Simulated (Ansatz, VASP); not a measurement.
CaO in VASP and in Ansatz

The input POSCAR:

```
CaO
1.0
    0.0000000000      2.3732269570      2.3732269570
    2.3732269570      0.0000000000      2.3732269570
    2.3732269570      2.3732269570      0.0000000000
Ca O
1 1
Direct
    0.0000000000      0.0000000000      0.0000000000
    0.5000000000      0.5000000000      0.5000000000
```

File INCAR.step1:

```
PREC = Accurate
ENCUT = 910
ISMEAR = 0
SIGMA = 0.02
LREAL = False
LASPH = True
NELM = 120
NBANDS = 15
GGA = PE
ALGO = Normal
EDIFF = 1E-5
LWAVE = True
LCHARG = False
GGA_COMPAT = False
```

INCAR.step2

```
PREC = Accurate
ENCUT = 910
EDIFF = 1E-6
ISMEAR = 0
SIGMA = 0.02
LREAL = False
LASPH = True
NELM = 120
ALGO = Normal
ISIF = 2
LWAVE = False
LCHARG = False
METAGGA = R2SCAN
LMIXTAU = True
NBANDS = 15
ISTART = 1
GGA_COMPAT = False
```

The input KPOINTS:

```
Automatic mesh
0
Gamma
  8 8 8
```

Input for Ansatz:

```yaml
crystal:
  lattice:
    - [0.0, 2.3732269547, 2.3732269547]
    - [2.3732269547, 0.0, 2.3732269547]
    - [2.3732269547, 2.3732269547, 0.0]
  atoms:
    - { symbol: Ca, position: [0.0, 0.0, 0.0] }
    - { symbol: O, position: [0.5, 0.5, 0.5] }
basis:
  ecutwfc: 500
kpoints:
  mp_grid: { grid: [8, 8, 8] }
hamiltonian:
  xc: r2scan
scf:
  occupations: { method: gaussian, width: 0.02 }
output:
  forces: true
  stress: true
  eigenvalues: true
```

Alike in both runs: task single point; functional r2SCAN; k mesh 8 × 8 × 8; occupations gaussian, width 0.02 eV; no spin polarisation.

```csv
,VASP,Ansatz
version,VASP 6.6.1,Ansatz 0.2.0
potentials or method,"VASP PAW PBE potentials, release 64 (Ca_sv, O_h), cutoff 910 eV","scalar-relativistic, plane waves, PAW"
valence electrons in the cell,16,16
```

|  | VASP | Ansatz | Ansatz less VASP |
| --- | --- | --- | --- |
| gap on the k mesh at the Fermi level (eV) | 4.18 | 4.19 | +0.009 |
| least direct gap on the mesh (eV) | 4.54 | 4.56 | +0.013 |

VASP's potentials were made for PBE, not for r2SCAN. With one functional, cell and mesh, what is left measures potentials, basis and numerics.

Noted on VASP's run: the cutoff is short for stress, so the pressure is rough.
